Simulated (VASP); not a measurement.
Wanted: the native input for a VASP 6.6.1 run.

| Item | Value |
| --- | --- |
| Task | single point |
| Functional | PBE |
| Dispersion | D3(BJ) |
| Potentials or basis | VASP PAW PBE potentials, release 64 (Se) |
| Cutoff | 520 eV |
| k mesh | 12 × 12 × 8 |
| Occupations | gaussian, width 0.05 eV |
| Spin | no spin polarisation |
| Dipole correction | no |
| Further INCAR settings | ALGO = Normal; EDIFF = 1e-07; NBANDS = 16 |

The structure of Se lies in POSCAR:

```
Se
1.0
    4.2516111125      0.0000000000      0.0000000000
   -2.1258055563      3.6820032305      0.0000000000
    0.0000000000      0.0000000000      4.9450488850
Se
3
Direct
    0.2473450691      0.0000000000      0.3333333333
    0.0000000000      0.2473450691      0.6666666667
    0.7526549309      0.7526549309      0.0000000000
```

These files were run (other wordings do the same):

INCAR

```
SYSTEM = Se
PREC = Accurate ; ENCUT = 520
EDIFF = 1E-7 ; ISMEAR = 0
SIGMA = 0.05 ; LREAL = .FALSE.
LASPH = .TRUE. ; NELM = 60
ALGO = Normal ; ISIF = 2
LWAVE = .FALSE. ; LCHARG = .FALSE.
GGA = PE ; IVDW = 12
NBANDS = 16
```

KPOINTS

```
regular mesh
0
G
  12 12 8
  0 0 0
```

Potentials or basis: VASP PAW PBE potentials, release 64 (Se).

Run with:

```sh
$ cat potpaw_PBE.64/Se/POTCAR > POTCAR
$ mpirun -np 1 vasp_std > vasp.out
```

Results of the run:

```json
{"Pressure": "-1.6 GPa", "Largest force": "0.322 eV/Å", "Band gap on the k mesh": "0.61 eV (least direct gap 1.09 eV)", "Dispersion energy per atom": "-0.336 eV"}
```

Run time: 46 s on 1 thread of Intel(R) Xeon(R) 6975P-C (Granite Rapids), on a shared host, peak memory 0.28 GiB.
